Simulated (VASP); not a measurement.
Runs of VASP 6.6.1 on GaN. The structure is that of space group F-43m (No. 216), or close to it. The cells are those of the table. 

```csv
task,cell,gap on the mesh (eV),pressure (GPa)
single point,"a = 3.171 Å, angles 60.0°, 2 atoms",1.82,7.9
single point,"a = 3.182 Å, angles 60.0°, 2 atoms",(a),5.9
relaxation of cell and atoms,"relaxed to 2 GPa from a = 3.187 Å, angles 60.0°, 2 atoms",(b),2.0
relaxation of cell and atoms,"relaxed to 8 GPa from a = 3.187 Å, angles 60.0°, 2 atoms",1.82,8.0
relaxation of cell and atoms,"relaxed to 4 GPa from a = 3.187 Å, angles 60.0°, 2 atoms",1.69,4.0
```

Alike in all rows: level PBE; potentials or basis VASP PAW PBE potentials, release 64 (Ga_d, N); no spin polarisation; k mesh 8 × 8 × 8; cutoff (eV) 600; smearing gaussian 0.01 eV.

**Question.** Estimate the missing entries.

**Answer.** (a) 1.76; (b) 1.62.

Caveats: the cell is relaxed towards a set pressure, so the run minimises the enthalpy, not the energy (at least some runs); the cell stands under pressure (at least some runs).

A k mesh can miss the band edges, and the runs leave out spin-orbit coupling on Ga.
